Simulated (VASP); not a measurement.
# In (I4_1/amd) in VASP: notebook, part 2 of 2

VASP 6.6.1.

## Step 3: Single point, PBE (16.68 Å³/atom)

The input, INCAR:

```
SYSTEM = In
PREC = Accurate
ENCUT = 520
EDIFF = 1E-7
ISMEAR = -1
SIGMA = 0.05
LREAL = .FALSE.
LASPH = .TRUE.
NELM = 60
ALGO = Normal
ISIF = 2
LWAVE = .FALSE.
LCHARG = .FALSE.
GGA = PE
NBANDS = 20
```

The input, KPOINTS:

```
Automatic mesh
0
G
  13 13 13
  0 0 0
```

The input, POSCAR:

```
In
1.0
   -2.5075927358      2.5075927358      1.3266286546
    2.5075927358     -2.5075927358      1.3266286546
    2.5075927358      2.5075927358     -1.3266286546
In
2
Direct
   -0.3750000000     -0.1250000000     -0.2500000000
    0.3750000000      0.1250000000      0.2500000000
```

Potentials or basis: VASP PAW PBE potentials, release 64 (In_d).

Run with:

```bash
$ cat potpaw_PBE.64/In_d/POTCAR > POTCAR
$ mpirun -np 1 vasp_std > vasp.out
```

OUTCAR:

```text
SYSTEM = In
   PREC = Accurate
   ENCUT = 520
   EDIFF = 1E-7
   ISMEAR = -1
   LREAL = .FALSE.
   LASPH = .TRUE.
   NELM = 60
   ISIF = 2
   GGA = PE

 ion  position               nearest neighbor table
   1  0.625  0.875  0.750-   2 2.59   2 2.59   2 2.59   2 2.59   2 3.20   2 3.20   2 3.20   2 3.20

   2  0.375  0.125  0.250-   1 2.59   1 2.59   1 2.59   1 2.59   1 3.20   1 3.20   1 3.20   1 3.20

  LATTYP: Found a body centered tetragonal cell.
 ALAT       =     5.0151854716
 C/A-ratio  =     0.5290447032

  Lattice vectors:

 A1 = (  -2.5075927358,   2.5075927358,   1.3266286546)
 A2 = (   2.5075927358,  -2.5075927358,   1.3266286546)
 A3 = (   2.5075927358,   2.5075927358,  -1.3266286546)

Analysis of symmetry for initial positions (statically):
=====================================================================
 Subroutine PRICEL returns:
 Original cell was already a primitive cell.

 Routine SETGRP: Setting up the symmetry group for a
 body centered tetragonal supercell.

 Subroutine GETGRP returns: Found 16 space group operations
 (whereof  4 operations were pure point group operations)
 out of a pool of 16 trial point group operations.

The static configuration has the point symmetry C_2h.
 The point group associated with its full space group is D_4h.

Analysis of symmetry for dynamics (positions and initial velocities):
=====================================================================
 Subroutine PRICEL returns:
 Original cell was already a primitive cell.

 Routine SETGRP: Setting up the symmetry group for a
 body centered tetragonal supercell.

 Subroutine GETGRP returns: Found 16 space group operations
 (whereof  4 operations were pure point group operations)
 out of a pool of 16 trial point group operations.

The dynamic configuration has the point symmetry C_2h.
 The point group associated with its full space group is D_4h.

 Subroutine INISYM returns: Found 16 space group operations
 (whereof  4 operations are pure point group operations),
 and found     1 'primitive' translations

----------------------------------------------------------------------------------------

                                     Primitive cell

  volume of cell :      33.3675

  direct lattice vectors                    reciprocal lattice vectors
    -2.507592736  2.507592736  1.326628655     0.000000000  0.199394420  0.376895221
     2.507592736 -2.507592736  1.326628655     0.199394420  0.000000000  0.376895221
     2.507592736  2.507592736 -1.326628655     0.199394420  0.199394420  0.000000000

  length of vectors
     3.786289245  3.786289245  3.786289245     0.426389660  0.426389660  0.281986294

  position of ions in fractional coordinates (direct lattice)
     0.625000000  0.875000000  0.750000000
     0.375000000  0.125000000  0.250000000

  ion indices of the primitive-cell ions
   primitive index   ion index
                 1           1
                 2           2

----------------------------------------------------------------------------------------

 KPOINTS: Automatic mesh

Automatic generation of k-mesh.
 Grid dimensions read from file:
 generate k-points for:   13   13   13

 Generating k-lattice:

  Cartesian coordinates                     Fractional coordinates (reciprocal lattice)
     0.000000000  0.015338032  0.028991940     0.076923077  0.000000000  0.000000000
     0.015338032  0.000000000  0.028991940     0.000000000  0.076923077  0.000000000
     0.015338032  0.015338032  0.000000000     0.000000000  0.000000000  0.076923077

  Length of vectors
     0.032799205  0.032799205  0.021691253

  Shift w.r.t. Gamma in fractional coordinates (k-lattice)
     0.000000000  0.000000000  0.000000000

 Subroutine IBZKPT returns following result:
 ===========================================

 Found    196 irreducible k-points:

 Following reciprocal coordinates:
            Coordinates               Weight
  0.000000  0.000000  0.000000      1.000000
  0.076923  0.000000 -0.000000      8.000000
  0.153846  0.000000 -0.000000      8.000000
  0.230769  0.000000 -0.000000      8.000000
  0.307692  0.000000 -0.000000      8.000000
  0.384615  0.000000 -0.000000      8.000000
[... 16 lines left out ...]
  0.384615  0.153846  0.000000     16.000000
  0.461538  0.153846 -0.000000     16.000000
 [... further k-points ...]
   k-points           NKPTS =    196   k-points in BZ     NKDIM =    196   number of bands    NBANDS=     20
   number of dos      NEDOS =    301   number of ions     NIONS =      2
   total plane-waves  NPLWV =  21952
   dimension x,y,z NGX =    28 NGY =   28 NGZ =   28
   dimension x,y,z NGXF=    56 NGYF=   56 NGZF=   56
   ions per type =               2
   NGX,Y,Z   is equivalent  to a cutoff of  12.29, 12.29, 12.29 a.u.
   NGXF,Y,Z  is equivalent  to a cutoff of  24.59, 24.59, 24.59 a.u.
 SYSTEM =  In
   PREC   = accura    normal or accurate (medium, high low for compatibility)
   ISTART =      0    job   : 0-new  1-cont  2-samecut
   ICHARG =      2    charge: 1-file 2-atom 10-const
   ISPIN  =      1    spin polarized calculation?
   LNONCOLLINEAR =      F non collinear calculations
   LSORBIT =      F    spin-orbit coupling
   LASPH  =      T    aspherical Exc in radial PAW
   ENCUT  =  520.0 eV  38.22 Ry    6.18 a.u.   7.04  7.04  7.04*2*pi/ulx,y,z
   NELM   =     60;   NELMIN=  2; NELMDL= -5     # of ELM steps
   EDIFF  = 0.1E-06   stopping-criterion for ELM
   LREAL  =      F    real-space projection
   EDIFFG = 0.1E-05   stopping-criterion for IOM
   NSW    =      0    number of steps for IOM
   IBRION =     -1    ionic relax: 0-MD 1-quasi-New 2-CG
   NFREE  =      0    steps in history (QN), initial steepest desc. (CG)
   ISIF   =      2    stress and relaxation
   ISYM   =      2    0-nonsym 1-usesym 2-fastsym
   POTIM  = 0.5000    time-step for ionic-motion
   TEBEG  =    0.0;   TEEND  =   0.0 temperature during run
   PSTRESS=    0.0 pullay stress
   NELECT =      26.0000    total number of electrons
   NUPDOWN=      -1.0000    fix difference up-down
   EMIN   =  10.00;   EMAX   =-10.00  energy-range for DOS
   EFERMI =   0.00;   METHOD = LEGACY
   ISMEAR =    -1;   SIGMA  =   0.05  broadening in eV -4-tet -1-fermi 0-gaus
   EFERMI_NEDOS =   21; number of points for ismear=-14 and -15
   IALGO  =     38    algorithm
   IMIX   =      4    mixing-type and parameters
     AMIX     =   0.40;   BMIX     =  1.00
     AMIX_MAG =   1.60;   BMIX_MAG =  1.00
  volume/ion in A,a.u.               =      16.68       112.59
  Fermi-wavevector in a.u.,A,eV,Ry     =   1.506462  2.846800 30.877436  2.269427
  Thomas-Fermi vector in A             =   2.617176
   LORBIT       =      0    0 simple, 1 ext, 2 COOP (PROOUT), +10 PAW based schemes
   GGA     = PE    functional components
   LHFCALC =     F    Hartree Fock is set to
   AEXX    =    0.0000 exact exchange contribution
   IVDW    =     0    specifies the selected vdW correction
   LEPSILON=     F    determine dielectric tensor
   LRPA    =     F    only Hartree local field effects (RPA)
 non-spin polarized calculation
  energy-cutoff  :      520.00
  volume of cell :       33.37
 maximum number of plane-waves:       924
   NGX = 15   NGY = 15   NGZ = 15

 number of electron      26.0000001 magnetization

 Free energy of the ion-electron system (eV)
  ---------------------------------------------------
  ext. energy  EPLUGINS =         0.00000000
  ---------------------------------------------------
  free energy    TOTEN  =        -1.79820014 eV

  energy without entropy =       -1.79250377  energy(sigma->0) =       -1.79535196

 E-fermi :  13.9362     XC(G=0): -12.5461

 val. band max:       13.9132380506   @ k =  -0.3077  -0.3077   0.1538
 cond. band min:      13.9694487922   @ k =  -0.0769  -0.2308   0.0769
 fundamental gap:      0.0562107415
 Fermi energy:        13.9361545006

 k-point     1 :       0.0000    0.0000    0.0000
  band No.  band energies     occupation
      1      -2.8006      2.00000
      2      -2.5583      2.00000
      3      -2.4391      2.00000
      4      -2.3953      2.00000
      5      -1.1511      2.00000
      6      -1.1511      2.00000
[... 12 lines left out ...]
     19      28.7794      0.00000
     20      29.5968      0.00000
[... 507 lines left out ...]
 k-point    24 :       0.4615    0.1538   -0.0000
  band No.  band energies     occupation
      1      -2.4973      2.00000
      2      -2.2480      2.00000
      3      -2.1650      2.00000
      4      -1.9170      2.00000
      5      -1.6475      2.00000
      6      -1.5392      2.00000
[... 12 lines left out ...]
     19      26.1102      0.00000
     20      26.7097      0.00000

 [... further k-points ...]

------------------------ aborting loop because EDIFF is reached ----------------------------------------

  FORCE on cell =-STRESS in cart. coord.  units (eV):
  Direction    XX          YY          ZZ          XY          YZ          ZX
  --------------------------------------------------------------------------------------
  -------------------------------------------------------------------------------------
  Total       15.4355661     15.4355661     15.4340530      0.0000000      0.0000000      0.0000000
  in kB      741.1562479    741.1562479    741.0835930      0.0000000      0.0000000      0.0000000
  external PRESSURE =     741.1320296 kB  Pullay stress =       0.0000000 kB

 VOLUME and BASIS-vectors are now :
 -----------------------------------------------------------------------------
  energy-cutoff  :      520.00
  volume of cell :       33.37
      direct lattice vectors                 reciprocal lattice vectors
    -2.507592736  2.507592736  1.326628655     0.000000000  0.199394420  0.376895221
     2.507592736 -2.507592736  1.326628655     0.199394420  0.000000000  0.376895221
     2.507592736  2.507592736 -1.326628655     0.199394420  0.199394420  0.000000000

 POSITION                                       TOTAL-FORCE (eV/Angst)
 -----------------------------------------------------------------------------------
      2.50759      1.25380      0.99497        -0.000000      0.000000      0.000000
     -0.00000      1.25380      0.33166         0.000000     -0.000000     -0.000000
 -----------------------------------------------------------------------------------
    total drift:                                0.000000      0.000000     -0.000000

  FREE ENERGIE OF THE ION-ELECTRON SYSTEM (eV)
  ---------------------------------------------------
  free  energy   TOTEN  =        -1.7982001378 eV

  energy  without entropy=       -1.7925037733  energy(sigma->0) =       -1.79535196
```

stdout:

```text
POSCAR found type information on POSCAR In
 POSCAR found :  1 types and       2 ions
 scaLAPACK will be used
 LDA part: xc-table for (Slater+PW92), standard interpolation
 POSCAR, INCAR and KPOINTS ok, starting setup
 FFT: planning ... GRIDC
 FFT: planning ... GRID_SOFT
 FFT: planning ... GRID
 WAVECAR not read
 entering main loop
```

It took 82 s on 1 thread of AMD EPYC 9R45 (Zen 5), shared host; peak memory 0.2 GiB.

What came out:

| Item | Value |
| --- | --- |
| Free energy | -1.7982 eV |
| Pressure | 74.1 GPa |
| Band gap on the k mesh | zero (bands 13 and 14 overlap by 9.14 eV) |

Caveat: the cell stands under pressure; spin-orbit coupling is left out, which moves the levels of the heavy elements.

## Step 4: Single point, PBE

This run uses another cell than the first one, of 19.56 Å³/atom.

The input, INCAR:

```
SYSTEM = In
PREC     = Accurate       ! precision mode
ENCUT    = 520            ! plane-wave cutoff, eV
EDIFF    = 1E-6           ! SCF threshold, eV
ISMEAR   = -1             ! smearing method
SIGMA    = 0.05           ! smearing width, eV
LREAL    = .False.        ! projectors in reciprocal space
LASPH    = .True.         ! aspherical terms in the spheres
NELM     = 80             ! most SCF steps
ALGO     = Normal         ! electronic algorithm
ISIF     = 2              ! what is computed and relaxed
LWAVE    = .False.        ! write WAVECAR
LCHARG   = .False.        ! write CHGCAR
GGA      = PE             ! functional
NBANDS   = 20             ! bands
```

The input, KPOINTS:

```
regular mesh
0
Gamma
  13 13 13
  0 0 0
```

The input, POSCAR:

```
In
1.0
   -2.6444359109      2.6444359109      1.3985506730
    2.6444359109     -2.6444359109      1.3985506730
    2.6444359109      2.6444359109     -1.3985506730
In
2
Direct
   -0.3750000000     -0.1250000000     -0.2500000000
    0.3750000000      0.1250000000      0.2500000000
```

Run with:

```bash
$ cat potpaw_PBE.64/In_d/POTCAR > POTCAR
$ mpirun -np 1 vasp_std > vasp.out
```

Wall time 71 s (1 thread of AMD EPYC 9R45 (Zen 5), shared host); peak memory 0.23 GiB.

It converged, with:

| Item | Value |
| --- | --- |
| Free energy | -3.6650 eV |
| Pressure | 34.1 GPa |
| Band gap on the k mesh | zero (bands 13 and 14 overlap by 8.05 eV) |

Levels at points of the mesh, in eV from the Fermi level:
```csv
k point,band 10,band 11,band 12,band 13,band 14,band 15,band 16,band 17
"(0.00, 0.00, 0.00)",-14.12,-11.82,-0.96,-0.96,0.69,4.28,9.89,9.89
```

Caveat: the cell stands under pressure; spin-orbit coupling is left out, which moves the levels of the heavy elements.

## Step 5: Single point, PBE (19.56 Å³/atom)

This run uses another cell than the first one, of 19.56 Å³/atom.

The input, INCAR:

```
ALGO     = Normal         # electronic algorithm
EDIFF    = 1E-6           # SCF threshold, eV
ENCUT    = 520            # plane-wave cutoff, eV
GGA      = PE             # functional
ISIF     = 2              # what is computed and relaxed
ISMEAR   = -1             # smearing method
LASPH    = T              # aspherical terms in the spheres
LCHARG   = F              # write CHGCAR
LREAL    = F              # projectors in reciprocal space
LWAVE    = F              # write WAVECAR
NBANDS   = 20             # bands
NELM     = 80             # most SCF steps
PREC     = Accurate       # precision mode
SIGMA    = 0.05           # smearing width, eV
```

The input, KPOINTS:

```
k-points
0
Gamma
  13 13 13
```

POSCAR is that of step 4.

Run with:

```bash
$ cat potpaw_PBE.64/In_d/POTCAR > POTCAR
$ mpirun -np 1 vasp_std > vasp.out
```

Wall time 76 s (1 thread of AMD EPYC 9R45 (Zen 5), shared host); peak memory 0.23 GiB.

The run converged. Its results:

```
Free energy            : -3.6650 eV
Pressure               : 34.1 GPa
Band gap on the k mesh : zero (bands 13 and 14 overlap by 8.05 eV)
```

Levels at points of the mesh, in eV from the Fermi level:
| k point | band 11 | band 12 | band 13 | band 14 | band 15 | band 16 |
| --- | --- | --- | --- | --- | --- | --- |
| (0.00, 0.00, 0.00) | -11.82 | -0.96 | -0.96 | 0.69 | 4.28 | 9.89 |

Caveat: the cell stands under pressure; spin-orbit coupling is left out, which moves the levels of the heavy elements.
